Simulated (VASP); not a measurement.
## Na: single point with PBE

Crystal: Na.

```xyz
1
Lattice="3.5459 0.0000 0.0000 0.0000 3.5459 0.0000 0.0000 0.0000 3.5459" Properties=species:S:1:pos:R:3 pbc="T T T"
Na    0.0000    0.0000    0.0000
```

This cell differs from its parent crystal: volume scaled by 1.12.

| Quantity | Value |
| --- | --- |
| Program | VASP 6.6.1 |
| Task | single point |
| Functional | PBE |
| Potentials or basis | VASP PAW PBE potentials, release 64 (Na_pv) |
| Cutoff | 520 eV |
| k mesh | 10 × 10 × 10 |
| Occupations | fermi-dirac, width 0.1 eV |
| Spin | no spin polarisation |

* Pressure: -0.6 GPa

Levels at points of the mesh, in eV from the Fermi level:
```
           k point  band 1  band 2  band 3  band 4  band 5  band 6  band 7
(0.00, 0.00, 0.00)  -25.23  -25.23  -25.23   -2.96    7.69    7.69    8.72
(0.50, 0.00, 0.00)  -25.26  -25.23  -25.23    0.05    0.05    9.79   11.10
(0.50, 0.50, 0.00)  -25.26  -25.26  -25.23    2.70    2.70    3.06    3.46
(0.50, 0.50, 0.50)  -25.26  -25.26  -25.26    5.38    5.38    5.38    5.50
```

Run time: 29 s on 1 thread of Intel Xeon 8259CL (shared host), peak memory 0.16 GiB.
